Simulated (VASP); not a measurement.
# TiO2 (P4_2/mnm) in VASP: a series of runs

TiO2 is run at these levels: PBE+U; tasks: single point.

All numbers are computed with VASP 6.6.1; they aren't measurements. Logs are shortened: lines on timing, memory, paths and dates and some standing lists are left out, and cuts for length are marked.

## 1. The cell of the first run

Symmetry: P4_2/mnm, No. 136, tetragonal system. The conventional cell has a = 4.501 Å, b = 4.501 Å, c = 3.072 Å, α = 90.00°, β = 90.00°, γ = 90.00°. Ti (site symmetry mmm) has 6 O at 1.94 to 1.97 Å within 2.6 Å. O (site symmetry m2m) has 3 Ti at 1.94 to 1.97 Å and 1 O at 2.48 Å within 2.6 Å.

## 2. Single point, PBE+U (biaxial strain in the a-b plane: -3.0 %, then relaxed in part)

Input file INCAR:

```
SYSTEM = TiO2
  PREC = Accurate
  ENCUT = 910
  EDIFF = 1E-6
  ISMEAR = 0
  SIGMA = 0.02
  LREAL = .FALSE.
  LASPH = .TRUE.
  NELM = 200
  ALGO = Normal
  ISIF = 2
  LWAVE = .FALSE.
  LCHARG = .FALSE.
  LMAXMIX = 4
  LDAU = .TRUE.
  LDAUTYPE = 2
  LDAUL = 2 -1
  LDAUU = 4 0
  LDAUJ = 0 0
  LDAUPRINT = 1
  GGA = PE
  NBANDS = 33
  GGA_COMPAT = .FALSE.
```

Input file KPOINTS:

```
regular mesh
0
G
  6 6 10
  0 0 0
```

Input file POSCAR:

```
TiO2
1.0
    4.5011395094      0.0000000000      0.0000000000
    0.0000000000      4.5011395094      0.0000000000
    0.0000000000      0.0000000000      3.0720359414
Ti O
2 4
Direct
    0.5000000000      0.5000000000      0.0000000000
    0.0000000000      0.0000000000      0.5000000000
    0.6948752038      0.6948752038      0.5000000000
    0.8051247962      0.1948752038      0.0000000000
    0.1948752038      0.8051247962      0.0000000000
    0.3051247962      0.3051247962      0.5000000000
```

Potentials or basis: VASP PAW PBE potentials, release 64 (Ti_sv, O_h).

The run is started by

```bash
> cat potpaw_PBE.64/Ti_sv/POTCAR potpaw_PBE.64/O_h/POTCAR > POTCAR
> mpirun -np 1 vasp_std > vasp.out
```

OUTCAR:

```text
SYSTEM = TiO2
   PREC = Accurate
   ENCUT = 910
   EDIFF = 1E-6
   ISMEAR = 0
   LREAL = .FALSE.
   LASPH = .TRUE.
   NELM = 200
   ISIF = 2
   GGA = PE

 ion  position               nearest neighbor table
   1  0.500  0.500  0.000-   4 1.94   5 1.94   3 1.97   6 1.97   3 1.97   6 1.97
   2  0.000  0.000  0.500-   3 1.94   6 1.94   5 1.97   4 1.97   4 1.97   5 1.97
   3  0.695  0.695  0.500-   2 1.94   1 1.97   1 1.97
   4  0.805  0.195  0.000-   1 1.94   2 1.97   2 1.97
   5  0.195  0.805  0.000-   1 1.94   2 1.97   2 1.97
   6  0.305  0.305  0.500-   2 1.94   1 1.97   1 1.97

  LATTYP: Found a simple tetragonal cell.
 ALAT       =     4.5011395094
 C/A-ratio  =     0.6825018276

  Lattice vectors:

 A1 = (   4.5011395094,   0.0000000000,   0.0000000000)
 A2 = (   0.0000000000,   4.5011395094,   0.0000000000)
 A3 = (   0.0000000000,   0.0000000000,   3.0720359414)

Analysis of symmetry for initial positions (statically):
=====================================================================
 Subroutine PRICEL returns:
 Original cell was already a primitive cell.

 Routine SETGRP: Setting up the symmetry group for a
 simple tetragonal supercell.

 Subroutine GETGRP returns: Found 16 space group operations
 (whereof  8 operations were pure point group operations)
 out of a pool of 16 trial point group operations.

The static configuration has the point symmetry D_2h.
 The point group associated with its full space group is D_4h.

Analysis of symmetry for dynamics (positions and initial velocities):
=====================================================================
 Subroutine PRICEL returns:
 Original cell was already a primitive cell.

 Routine SETGRP: Setting up the symmetry group for a
 simple tetragonal supercell.

 Subroutine GETGRP returns: Found 16 space group operations
 (whereof  8 operations were pure point group operations)
 out of a pool of 16 trial point group operations.

The dynamic configuration has the point symmetry D_2h.
 The point group associated with its full space group is D_4h.

 Subroutine INISYM returns: Found 16 space group operations
 (whereof  8 operations are pure point group operations),
 and found     1 'primitive' translations

----------------------------------------------------------------------------------------

                                     Primitive cell

  volume of cell :      62.2402

  direct lattice vectors                    reciprocal lattice vectors
     4.501139509  0.000000000  0.000000000     0.222165964  0.000000000  0.000000000
     0.000000000  4.501139509  0.000000000     0.000000000  0.222165964  0.000000000
     0.000000000  0.000000000  3.072035941     0.000000000  0.000000000  0.325517025

  length of vectors
     4.501139509  4.501139509  3.072035941     0.222165964  0.222165964  0.325517025

  position of ions in fractional coordinates (direct lattice)
     0.500000000  0.500000000  0.000000000
     0.000000000  0.000000000  0.500000000
     0.694875204  0.694875204  0.500000000
     0.805124796  0.194875204  0.000000000
     0.194875204  0.805124796  0.000000000
     0.305124796  0.305124796  0.500000000

  ion indices of the primitive-cell ions
   primitive index   ion index
                 1           1
                 2           2
                 3           3
                 4           4
                 5           5
                 6           6

----------------------------------------------------------------------------------------

 KPOINTS: regular mesh

Automatic generation of k-mesh.
 Grid dimensions read from file:
 generate k-points for:    6    6   10

 Generating k-lattice:

  Cartesian coordinates                     Fractional coordinates (reciprocal lattice)
     0.037027661  0.000000000  0.000000000     0.166666667  0.000000000  0.000000000
     0.000000000  0.037027661  0.000000000     0.000000000  0.166666667  0.000000000
     0.000000000  0.000000000  0.032551702     0.000000000  0.000000000  0.100000000

  Length of vectors
[... 61 lines left out ...]
   ISIF   =      2    stress and relaxation
   ISYM   =      2    0-nonsym 1-usesym 2-fastsym
   POTIM  = 0.5000    time-step for ionic-motion
   TEBEG  =    0.0;   TEEND  =   0.0 temperature during run
   PSTRESS=    0.0 pullay stress
   NELECT =      48.0000    total number of electrons
   NUPDOWN=      -1.0000    fix difference up-down
   EMIN   =  10.00;   EMAX   =-10.00  energy-range for DOS
   EFERMI =   0.00;   METHOD = LEGACY
   ISMEAR =     0;   SIGMA  =   0.02  broadening in eV -4-tet -1-fermi 0-gaus
   EFERMI_NEDOS =   21; number of points for ismear=-14 and -15
   IALGO  =     38    algorithm
   IMIX   =      4    mixing-type and parameters
     AMIX     =   0.40;   BMIX     =  1.00
     AMIX_MAG =   1.60;   BMIX_MAG =  1.00
  volume/ion in A,a.u.               =      10.37        70.00
  Fermi-wavevector in a.u.,A,eV,Ry     =   1.501291  2.837028 30.665819  2.253874
  Thomas-Fermi vector in A             =   2.612681
   LORBIT       =      0    0 simple, 1 ext, 2 COOP (PROOUT), +10 PAW based schemes
 LDA+U is selected, type is set to LDAUTYPE =  2
   angular momentum for each species LDAUL =     2   -1
   U (eV)           for each species LDAUU =   4.0  0.0
   J (eV)           for each species LDAUJ =   0.0  0.0
   GGA     = PE    functional components
   LHFCALC =     F    Hartree Fock is set to
   AEXX    =    0.0000 exact exchange contribution
   IVDW    =     0    specifies the selected vdW correction
   LEPSILON=     F    determine dielectric tensor
   LRPA    =     F    only Hartree local field effects (RPA)
 non-spin polarized calculation
 Gauss-broadening in eV      SIGMA  =   0.02
  energy-cutoff  :      910.00
  volume of cell :       62.24
 maximum number of plane-waves:      3912
 NGX is ok and might be reduce to    48
   NGX = 23   NGY = 23   NGZ = 15

atom =   1  type =  1  l = 2

 onsite density matrix

spin component  1

  0.2004  0.0000  0.0891  0.0000 -0.0000
  0.0000  0.1776  0.0000  0.0818  0.0000
  0.0891  0.0000  0.1317  0.0000 -0.0000
  0.0000  0.0818  0.0000  0.1776  0.0000
 -0.0000  0.0000 -0.0000  0.0000  0.1047

spin component  2

  0.2004  0.0000  0.0891  0.0000 -0.0000
  0.0000  0.1776  0.0000  0.0818  0.0000
  0.0891  0.0000  0.1317  0.0000 -0.0000
  0.0000  0.0818  0.0000  0.1776  0.0000
 -0.0000  0.0000 -0.0000  0.0000  0.1047

 occupancies and eigenvectors

  o =  0.0705  v = -0.5658  0.0000  0.8245 -0.0000  0.0000  0.0000  0.0000  0.0000  0.0000  0.0000      0.0000  0.0000  0.0000  0.0000  0.0000  0.0000  0.0000  0.0000  0.0000  0.0000
  o =  0.0705  v =  0.0000  0.0000  0.0000  0.0000  0.0000 -0.5658  0.0000  0.8245 -0.0000  0.0000      0.0000  0.0000  0.0000  0.0000  0.0000  0.0000  0.0000  0.0000  0.0000  0.0000
  o =  0.0957  v = -0.0000 -0.7071  0.0000  0.7071 -0.0000  0.0000  0.0000  0.0000  0.0000  0.0000      0.0000  0.0000  0.0000  0.0000  0.0000  0.0000  0.0000  0.0000  0.0000  0.0000
  o =  0.0957  v =  0.0000  0.0000  0.0000  0.0000  0.0000 -0.0000 -0.7071  0.0000  0.7071 -0.0000      0.0000  0.0000  0.0000  0.0000  0.0000  0.0000  0.0000  0.0000  0.0000  0.0000
  o =  0.1047  v =  0.0000 -0.0000 -0.0000  0.0000  1.0000  0.0000  0.0000  0.0000  0.0000  0.0000      0.0000  0.0000  0.0000  0.0000  0.0000  0.0000  0.0000  0.0000  0.0000  0.0000
  o =  0.1047  v =  0.0000  0.0000  0.0000  0.0000  0.0000  0.0000 -0.0000 -0.0000  0.0000  1.0000      0.0000  0.0000  0.0000  0.0000  0.0000  0.0000  0.0000  0.0000  0.0000  0.0000
  o =  0.2594  v =  0.0000  0.0000  0.0000  0.0000  0.0000 -0.0000 -0.7071 -0.0000 -0.7071  0.0000      0.0000  0.0000  0.0000  0.0000  0.0000  0.0000  0.0000  0.0000  0.0000  0.0000
  o =  0.2594  v = -0.0000 -0.7071 -0.0000 -0.7071  0.0000  0.0000  0.0000  0.0000  0.0000  0.0000      0.0000  0.0000  0.0000  0.0000  0.0000  0.0000  0.0000  0.0000  0.0000  0.0000
  o =  0.2616  v = -0.8245  0.0000 -0.5658  0.0000  0.0000  0.0000  0.0000  0.0000  0.0000  0.0000      0.0000  0.0000  0.0000  0.0000  0.0000  0.0000  0.0000  0.0000  0.0000  0.0000
  o =  0.2616  v =  0.0000  0.0000  0.0000  0.0000  0.0000 -0.8245  0.0000 -0.5658  0.0000  0.0000      0.0000  0.0000  0.0000  0.0000  0.0000  0.0000  0.0000  0.0000  0.0000  0.0000

atom =   2  type =  1  l = 2

 onsite density matrix

spin component  1

  0.2004  0.0000 -0.0891  0.0000 -0.0000
  0.0000  0.1776  0.0000 -0.0818  0.0000
 -0.0891  0.0000  0.1317  0.0000 -0.0000
  0.0000 -0.0818  0.0000  0.1776  0.0000
 -0.0000  0.0000 -0.0000  0.0000  0.1047

spin component  2

  0.2004  0.0000 -0.0891  0.0000 -0.0000
  0.0000  0.1776  0.0000 -0.0818  0.0000
 -0.0891  0.0000  0.1317  0.0000 -0.0000
  0.0000 -0.0818  0.0000  0.1776  0.0000
 -0.0000  0.0000 -0.0000  0.0000  0.1047

 occupancies and eigenvectors

  o =  0.0705  v = -0.5658 -0.0000 -0.8245  0.0000 -0.0000  0.0000  0.0000  0.0000  0.0000  0.0000      0.0000  0.0000  0.0000  0.0000  0.0000  0.0000  0.0000  0.0000  0.0000  0.0000
  o =  0.0705  v =  0.0000  0.0000  0.0000  0.0000  0.0000 -0.5658 -0.0000 -0.8245  0.0000 -0.0000      0.0000  0.0000  0.0000  0.0000  0.0000  0.0000  0.0000  0.0000  0.0000  0.0000
  o =  0.0957  v =  0.0000 -0.7071  0.0000 -0.7071 -0.0000  0.0000  0.0000  0.0000  0.0000  0.0000      0.0000  0.0000  0.0000  0.0000  0.0000  0.0000  0.0000  0.0000  0.0000  0.0000
  o =  0.0957  v =  0.0000  0.0000  0.0000  0.0000  0.0000  0.0000 -0.7071  0.0000 -0.7071 -0.0000      0.0000  0.0000  0.0000  0.0000  0.0000  0.0000  0.0000  0.0000  0.0000  0.0000
  o =  0.1047  v = -0.0000  0.0000 -0.0000  0.0000  1.0000  0.0000  0.0000  0.0000  0.0000  0.0000      0.0000  0.0000  0.0000  0.0000  0.0000  0.0000  0.0000  0.0000  0.0000  0.0000
  o =  0.1047  v =  0.0000  0.0000  0.0000  0.0000  0.0000 -0.0000  0.0000 -0.0000  0.0000  1.0000      0.0000  0.0000  0.0000  0.0000  0.0000  0.0000  0.0000  0.0000  0.0000  0.0000
  o =  0.2594  v =  0.0000  0.0000  0.0000  0.0000  0.0000  0.0000 -0.7071  0.0000  0.7071 -0.0000      0.0000  0.0000  0.0000  0.0000  0.0000  0.0000  0.0000  0.0000  0.0000  0.0000
  o =  0.2594  v =  0.0000 -0.7071  0.0000  0.7071 -0.0000  0.0000  0.0000  0.0000  0.0000  0.0000      0.0000  0.0000  0.0000  0.0000  0.0000  0.0000  0.0000  0.0000  0.0000  0.0000
  o =  0.2616  v = -0.8245 -0.0000  0.5658  0.0000 -0.0000  0.0000  0.0000  0.0000  0.0000  0.0000      0.0000  0.0000  0.0000  0.0000  0.0000  0.0000  0.0000  0.0000  0.0000  0.0000
  o =  0.2616  v =  0.0000  0.0000  0.0000  0.0000  0.0000 -0.8245 -0.0000  0.5658  0.0000 -0.0000      0.0000  0.0000  0.0000  0.0000  0.0000  0.0000  0.0000  0.0000  0.0000  0.0000

 number of electron      48.0000006 magnetization

 Free energy of the ion-electron system (eV)
  ---------------------------------------------------
  ext. energy  EPLUGINS =         0.00000000
  ---------------------------------------------------
  free energy    TOTEN  =       -48.28985547 eV

  energy without entropy =      -48.28985547  energy(sigma->0) =      -48.28985547

 E-fermi :   5.9888     XC(G=0): -11.4659

 val. band max:        5.7851203862   @ k =   0.0000   0.0000   0.0000
 cond. band min:       8.1683049581   @ k =   0.0000   0.0000   0.0000
 fundamental gap:      2.3831845720
 Fermi energy:         5.9888357267

 k-point     1 :       0.0000    0.0000    0.0000
  band No.  band energies     occupation
      1     -52.2761      2.00000
      2     -52.2581      2.00000
      3     -28.5324      2.00000
      4     -28.5324      2.00000
      5     -28.3752      2.00000
      6     -28.3752      2.00000
[... 853 lines left out ...]
     32      10.9538      0.00000
     33      12.1991      0.00000

 [... further k-points ...]

------------------------ aborting loop because EDIFF is reached ----------------------------------------

  FORCE on cell =-STRESS in cart. coord.  units (eV):
  Direction    XX          YY          ZZ          XY          YZ          ZX
  --------------------------------------------------------------------------------------
  -------------------------------------------------------------------------------------
  Total        5.9502856      5.9502856      1.5889610     -0.0000000      0.0000000      0.0000000
  in kB      153.1712142    153.1712142     40.9027580     -0.0000000      0.0000000      0.0000000
  external PRESSURE =     115.7483955 kB  Pullay stress =       0.0000000 kB

 VOLUME and BASIS-vectors are now :
 -----------------------------------------------------------------------------
  energy-cutoff  :      910.00
  volume of cell :       62.24
      direct lattice vectors                 reciprocal lattice vectors
     4.501139509  0.000000000  0.000000000     0.222165964  0.000000000  0.000000000
     0.000000000  4.501139509  0.000000000     0.000000000  0.222165964  0.000000000
     0.000000000  0.000000000  3.072035941     0.000000000  0.000000000  0.325517025

 POSITION                                       TOTAL-FORCE (eV/Angst)
 -----------------------------------------------------------------------------------
      2.25057      2.25057      0.00000         0.000000      0.000000      0.000000
      0.00000      0.00000      1.53602         0.000000      0.000000      0.000000
      3.12773      3.12773      1.53602         0.045411      0.045411      0.000000
      3.62398      0.87716      0.00000        -0.045411      0.045411      0.000000
      0.87716      3.62398      0.00000         0.045411     -0.045411      0.000000
      1.37341      1.37341      1.53602        -0.045411     -0.045411     -0.000000
 -----------------------------------------------------------------------------------
    total drift:                               -0.000000     -0.000000      0.000000

  FREE ENERGIE OF THE ION-ELECTRON SYSTEM (eV)
  ---------------------------------------------------
  free  energy   TOTEN  =       -48.2898554719 eV

  energy  without entropy=      -48.2898554719  energy(sigma->0) =      -48.28985547
```

It took 2.4 min on 1 thread of Intel Xeon 6975P-C (Granite Rapids), shared host; peak memory 0.39 GiB.

What came out:

| Property | Result |
| --- | --- |
| Free energy | -48.2899 eV |
| Pressure | 11.6 GPa |
| Largest force | 0.064 eV/Å |
| Band gap on the k mesh | 2.38 eV |

Forces in eV/Å, atoms in the order of the input:
```
Ti   0.000  0.000  0.000
Ti   0.000  0.000  0.000
O    0.045  0.045  0.000
O   -0.045  0.045  0.000
O    0.045 -0.045  0.000
O   -0.045 -0.045  0.000
```

Eigenvalues of the final occupation matrices:
| site | spin | trace | eigenvalues |
| --- | --- | --- | --- |
| site 1 d | 1 | 0.79 | 0.07 0.10 0.10 0.26 0.26 |
| site 1 d | 2 | 0.79 | 0.07 0.10 0.10 0.26 0.26 |
| site 2 d | 1 | 0.79 | 0.07 0.10 0.10 0.26 0.26 |
| site 2 d | 2 | 0.79 | 0.07 0.10 0.10 0.26 0.26 |

Caveat: the cell differs from its parent crystal (biaxial strain in the a-b plane: -3.0 %, then relaxed in part); the cutoff is under 1.25 times the usual one of these potentials, so pressure, stress and relaxed cells hold a basis-set (Pulay) error; the cell stands under pressure. A k mesh can miss the band edges.

## 3. Single point, PBE+U (biaxial strain in the a-b plane: -3.0 %)

Input file INCAR:

```
PREC = Accurate ; ENCUT = 910
EDIFF = 1E-6 ; ISMEAR = 0
SIGMA = 0.02 ; LREAL = False
LASPH = True ; NELM = 200
ALGO = Normal ; ISIF = 2
LWAVE = False ; LCHARG = False
LMAXMIX = 4 ; LDAU = True
LDAUTYPE = 2 ; LDAUL = 2 -1
LDAUU = 4 0 ; LDAUJ = 0 0
LDAUPRINT = 1 ; GGA = PE
NBANDS = 33 ; GGA_COMPAT = False
```

Input file KPOINTS:

```
Automatic mesh
0
Gamma
  6 6 10
```

Input file POSCAR:

```
TiO2
1.0
    4.5011395094      0.0000000000      0.0000000000
    0.0000000000      4.5011395094      0.0000000000
    0.0000000000      0.0000000000      3.0602227287
Ti O
2 4
Direct
    0.5000000000      0.5000000000      0.0000000000
    0.0000000000      0.0000000000      0.5000000000
    0.6948228893      0.6948228893      0.5000000000
    0.8051771107      0.1948228893      0.0000000000
    0.1948228893      0.8051771107      0.0000000000
    0.3051771107      0.3051771107      0.5000000000
```

Potentials or basis: VASP PAW PBE potentials, release 64 (Ti_sv, O_h).

The run is started by

```bash
> cat potpaw_PBE.64/Ti_sv/POTCAR potpaw_PBE.64/O_h/POTCAR > POTCAR
> mpirun -np 1 vasp_std > vasp.out
```

Run time: 4.1 min. Hardware: 1 thread of Intel Xeon Platinum 8488C (Sapphire Rapids), shared host; peak memory 0.39 GiB.

The run converged. Its results:

```
Free energy            : -48.2814 eV
Pressure               : 12.8 GPa
Largest force          : 0.097 eV/Å
Band gap on the k mesh : 2.39 eV
```

Forces on the atoms (eV/Å):
```
Ti   0.000  0.000  0.000
Ti   0.000  0.000  0.000
O    0.069  0.069  0.000
O   -0.069  0.069  0.000
O    0.069 -0.069  0.000
O   -0.069 -0.069  0.000
```

Stress tensor (GPa, compression positive):
```
16.12  0.00  0.00
 0.00 16.12  0.00
 0.00  0.00  6.05
```

Levels at points of the mesh, in eV from the valence-band top:
```csv
k point,band 21,band 22,band 23,band 24,band 25,band 26,band 27,band 28
"(0.00, 0.00, 0.00)",-0.95,-0.47,-0.47,0.00,2.39,2.71,2.81,2.87
"(0.50, 0.00, 0.00)",-1.99,-1.99,-0.79,-0.79,3.04,3.04,3.49,3.49
"(0.50, 0.50, 0.00)",-1.67,-1.67,-1.08,-1.08,2.44,2.44,2.90,2.90
"(0.00, 0.00, 0.50)",-2.55,-2.55,-1.44,-1.44,3.37,3.37,3.50,3.50
"(0.50, 0.00, 0.50)",-2.01,-2.01,-1.11,-1.11,2.41,2.41,3.47,3.47
"(0.50, 0.50, 0.50)",-1.31,-1.31,-0.69,-0.69,3.07,3.07,3.47,3.47
```

Eigenvalues of the final occupation matrices:
| site | spin | trace | eigenvalues |
| --- | --- | --- | --- |
| site 1 d | 1 | 0.79 | 0.07 0.10 0.10 0.26 0.26 |
| site 1 d | 2 | 0.79 | 0.07 0.10 0.10 0.26 0.26 |
| site 2 d | 1 | 0.79 | 0.07 0.10 0.10 0.26 0.26 |
| site 2 d | 2 | 0.79 | 0.07 0.10 0.10 0.26 0.26 |

Caveat: the cell differs from its parent crystal (biaxial strain in the a-b plane: -3.0 %); the cutoff is under 1.25 times the usual one of these potentials, so pressure, stress and relaxed cells hold a basis-set (Pulay) error; the cell stands under pressure. A k mesh can miss the band edges.

[end of part 1 of 2]
